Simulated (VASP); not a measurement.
# PbF2 (Fluorocronite) (Fm-3m) in VASP: settings compared, part 3 of 3

VASP 6.6.1. Earlier steps stand in the parts before.

## (7) Relaxation of cell and atoms, PBE

This run uses another cell than the first one, of 17.35 Å³/atom, 1.061 times its volume.

Contents of INCAR:

```
PREC = Accurate
ENCUT = 600
EDIFF = 1E-6
ISMEAR = 0
SIGMA = 0.01
LREAL = F
LASPH = T
NELM = 60
ALGO = Normal
ISIF = 3
LWAVE = F
LCHARG = F
GGA = PE
IBRION = 2
NSW = 50
EDIFFG = -0.03
```

Contents of KPOINTS:

```
Automatic mesh
0
Gamma
  5 5 5
```

Contents of POSCAR:

```
PbF2
1.0
    0.0000000000      2.9636600000      2.9636600000
    2.9636600000      0.0000000000      2.9636600000
    2.9636600000      2.9636600000      0.0000000000
Pb F
1 2
Direct
    0.0000000000      0.0000000000      0.0000000000
    0.2500000000      0.2500000000      0.2500000000
    0.7500000000      0.7500000000      0.7500000000
```

Potentials or basis: VASP PAW PBE potentials, release 64 (Pb_d, F).

On the command line:

```console
$ cat potpaw_PBE.64/Pb_d/POTCAR potpaw_PBE.64/F/POTCAR > POTCAR
$ mpirun -np 1 vasp_std > vasp.out
```

OUTCAR:

```text
PREC = Accurate
   ENCUT = 600
   EDIFF = 1E-6
   ISMEAR = 0
   LREAL = F
   LASPH = T
   NELM = 60
   ISIF = 3
   GGA = PE
   IBRION = 2
   NSW = 50
   EDIFFG = -0.03

 ion  position               nearest neighbor table
   1  0.000  0.000  0.000-   3 2.57   3 2.57   3 2.57   2 2.57   2 2.57   2 2.57   3 2.57   2 2.57

   2  0.250  0.250  0.250-   1 2.57   1 2.57   1 2.57   1 2.57
   3  0.750  0.750  0.750-   1 2.57   1 2.57   1 2.57   1 2.57

  LATTYP: Found a face centered cubic cell.
 ALAT       =     5.9273200000

  Lattice vectors:

 A1 = (   0.0000000000,   2.9636600000,   2.9636600000)
 A2 = (   2.9636600000,   0.0000000000,   2.9636600000)
 A3 = (   2.9636600000,   2.9636600000,   0.0000000000)

Analysis of symmetry for initial positions (statically):
=====================================================================
 Subroutine PRICEL returns:
 Original cell was already a primitive cell.

 Routine SETGRP: Setting up the symmetry group for a
 face centered cubic supercell.

 Subroutine GETGRP returns: Found 48 space group operations
[... 9 lines left out ...]

 Routine SETGRP: Setting up the symmetry group for a
 face centered cubic supercell.

 Subroutine GETGRP returns: Found 48 space group operations
[... 11 lines left out ...]
                                     Primitive cell

  volume of cell :      52.0613

  direct lattice vectors                    reciprocal lattice vectors
     0.000000000  2.963660000  2.963660000    -0.168710311  0.168710311  0.168710311
     2.963660000  0.000000000  2.963660000     0.168710311 -0.168710311  0.168710311
     2.963660000  2.963660000  0.000000000     0.168710311  0.168710311 -0.168710311

  length of vectors
     4.191248166  4.191248166  4.191248166     0.292214830  0.292214830  0.292214830

  position of ions in fractional coordinates (direct lattice)
     0.000000000  0.000000000  0.000000000
     0.250000000  0.250000000  0.250000000
     0.750000000  0.750000000  0.750000000
[... 68 lines left out ...]
   NFREE  =      1    steps in history (QN), initial steepest desc. (CG)
   ISIF   =      3    stress and relaxation
   ISYM   =      2    0-nonsym 1-usesym 2-fastsym
   POTIM  = 0.5000    time-step for ionic-motion
   TEBEG  =    0.0;   TEEND  =   0.0 temperature during run
   PSTRESS=    0.0 pullay stress
   NELECT =      28.0000    total number of electrons
   NUPDOWN=      -1.0000    fix difference up-down
   EMIN   =  10.00;   EMAX   =-10.00  energy-range for DOS
   EFERMI =   0.00;   METHOD = LEGACY
   ISMEAR =     0;   SIGMA  =   0.01  broadening in eV -4-tet -1-fermi 0-gaus
   EFERMI_NEDOS =   21; number of points for ismear=-14 and -15
   IALGO  =     38    algorithm
   IMIX   =      4    mixing-type and parameters
     AMIX     =   0.40;   BMIX     =  1.00
     AMIX_MAG =   1.60;   BMIX_MAG =  1.00
  volume/ion in A,a.u.               =      17.35       117.11
  Fermi-wavevector in a.u.,A,eV,Ry     =   1.331340  2.515869 24.115883  1.772467
  Thomas-Fermi vector in A             =   2.460359
   LORBIT       =      0    0 simple, 1 ext, 2 COOP (PROOUT), +10 PAW based schemes
   GGA     = PE    functional components
   LHFCALC =     F    Hartree Fock is set to
   AEXX    =    0.0000 exact exchange contribution
   IVDW    =     0    specifies the selected vdW correction
   LEPSILON=     F    determine dielectric tensor
   LRPA    =     F    only Hartree local field effects (RPA)
 conjugate gradient relaxation of ions
 non-spin polarized calculation
 Gauss-broadening in eV      SIGMA  =   0.01
  energy-cutoff  :      600.00
  volume of cell :       52.06
 maximum number of plane-waves:      1807
 NGX is ok and might be reduce to    36
   NGX = 17   NGY = 17   NGZ = 17

--------------------------------------- Ionic step        1  -------------------------------------------

 number of electron      28.0000008 magnetization

 Free energy of the ion-electron system (eV)
  ---------------------------------------------------
  ext. energy  EPLUGINS =         0.00000000
  ---------------------------------------------------
  free energy    TOTEN  =       -14.33754026 eV

  energy without entropy =      -14.33754026  energy(sigma->0) =      -14.33754026

------------------------ aborting loop because EDIFF is reached ----------------------------------------

  FORCE on cell =-STRESS in cart. coord.  units (eV):
  Direction    XX          YY          ZZ          XY          YZ          ZX
  --------------------------------------------------------------------------------------
  -------------------------------------------------------------------------------------
  Total        0.7922316      0.7922316      0.7922316      0.0000000     -0.0000000      0.0000000
  in kB       24.3807807     24.3807807     24.3807807      0.0000000     -0.0000000      0.0000000
  external PRESSURE =      24.3807807 kB  Pullay stress =       0.0000000 kB
[... 61 lines left out ...]
--------------------------------------- Ionic step        3  -------------------------------------------

 number of electron      27.9999999 magnetization

 Free energy of the ion-electron system (eV)
  ---------------------------------------------------
  ext. energy  EPLUGINS =         0.00000000
  ---------------------------------------------------
  free energy    TOTEN  =       -14.35066642 eV

  energy without entropy =      -14.35066642  energy(sigma->0) =      -14.35066642

 E-fermi :   1.5397     XC(G=0):  -9.2398

 val. band max:        1.4532213232   @ k =  -0.4000   0.2000   0.0000
 cond. band min:       5.9796595692   @ k =   0.4000   0.4000   0.0000
 fundamental gap:      4.5264382460
 Fermi energy:         1.5396909062

 k-point     1 :       0.0000    0.0000    0.0000
  band No.  band energies     occupation
      1     -19.3471      2.00000
      2     -18.7848      2.00000
      3     -12.9203      2.00000
      4     -12.9203      2.00000
      5     -12.9203      2.00000
      6     -12.8772      2.00000
[... 229 lines left out ...]
  FREE ENERGIE OF THE ION-ELECTRON SYSTEM (eV)
  ---------------------------------------------------
  free  energy   TOTEN  =       -14.3506664203 eV

  energy  without entropy=      -14.3506664203  energy(sigma->0) =      -14.35066642

 reached required accuracy - stopping structural energy minimisation
```

CONTCAR:

```text
PbF2
   1.00000000000000
    -0.0000000000000000    2.9970197991775378    2.9970197991775378
     2.9970197991775378    0.0000000000000000    2.9970197991775378
     2.9970197991775378    2.9970197991775378    0.0000000000000000
  Pb              F
     1     2
Direct
     0.0000000000000000    0.0000000000000000    0.0000000000000000
     0.2500000000000000    0.2500000000000000    0.2500000000000000
     0.7500000000000000    0.7500000000000000    0.7500000000000000

  0.00000000E+00  0.00000000E+00  0.00000000E+00
  0.00000000E+00  0.00000000E+00  0.00000000E+00
  0.00000000E+00  0.00000000E+00  0.00000000E+00
```

Wall time 17 s (1 thread of Intel Xeon 6975P-C (Granite Rapids), shared host); peak memory 0.2 GiB.

What came out:

```yaml
Free_energy: -14.3507 eV
Relaxed_volume: 17.95 Å³/atom
Relaxed_cell: a = 4.238 Å, b = 4.238 Å, c = 4.238 Å, α = 60.00°, β = 60.00°, γ = 60.00°
Space_group_after_relaxing_to_0.05_Å: Fm-3m (No. 225)
Energy_gained_by_relaxing: 4.4 meV/atom
Ionic_steps: 3
Pressure_after_relaxing: 0.0 GPa
Band_gap_on_the_k_mesh: 4.53 eV, indirect (least direct gap 4.78 eV)
```

The path:
```
step  energy change (eV)  largest force (eV/Å)  pressure (GPa)  volume (Å³)
   1              0.0000                0.0000            2.44        52.06
   2             -0.0129                0.0000           -0.29        54.08
   3             -0.0131                0.0000            0.01        53.84
```

Final structure:
```
CELL_PARAMETERS angstrom
0.00000 2.99702 2.99702
2.99702 0.00000 2.99702
2.99702 2.99702 0.00000
ATOMIC_POSITIONS crystal
Pb 0.00000 0.00000 0.00000
F 0.25000 0.25000 0.25000
F 0.75000 0.75000 0.75000
```

Levels at points of the mesh, in eV from the valence-band top:
| k point | band 11 | band 12 | band 13 | band 14 | band 15 | band 16 | band 17 | band 18 |
| --- | --- | --- | --- | --- | --- | --- | --- | --- |
| (0.00, 0.00, 0.00) | -2.23 | -1.74 | -1.74 | -1.74 | 6.77 | 6.77 | 6.77 | 10.58 |

Caveat: spin-orbit coupling is left out, which moves the levels of the heavy elements. PBE usually gives volumes a little too large and moduli too small.

## (8) The runs side by side

```csv
task,level,potentials or basis,cell,cutoff (eV),gap on the mesh (eV),pressure (GPa),relaxed volume (Å³/atom)
single point,LDA,"VASP PAW LDA potentials, release 64 (Pb_d, F)","a = 4.110 Å, angles 60.0°, 3 atoms",520,4.31,0.0,-
single point,PBEsol,"VASP PAW PBE potentials, release 64 (Pb_d, F)","a = 4.172 Å, angles 60.0°, 3 atoms",520,4.41,-0.3,-
single point,PBE,"VASP PAW PBE potentials, release 64 (Pb_d, F)","a = 4.242 Å, angles 60.0°, 3 atoms",520,4.52,-0.2,-
relaxation of cell and atoms,PBEsol,"VASP PAW PBE potentials, release 64 (Pb_d, F)","relaxed from a = 4.191 Å, angles 60.0°, 3 atoms",600,4.41,0.2,17.00
relaxation of cell and atoms,LDA,"VASP PAW LDA potentials, release 64 (Pb_d, F)","relaxed from a = 4.191 Å, angles 60.0°, 3 atoms",600,4.31,0.0,16.34
relaxation of cell and atoms,PBE,"VASP PAW PBE potentials, release 64 (Pb_d, F)","relaxed from a = 4.191 Å, angles 60.0°, 3 atoms",600,4.53,0.0,17.95
```

Alike in all rows: no spin polarisation; k mesh 5 × 5 × 5; smearing gaussian 0.01 eV.

Caveats: spin-orbit coupling is left out, which moves the levels of the heavy elements; the PAW data sets were made with another functional, which shifts forces and pressure a little (some runs).

Total energies depend on the potentials used, so only differences within one code and one set of settings carry meaning.
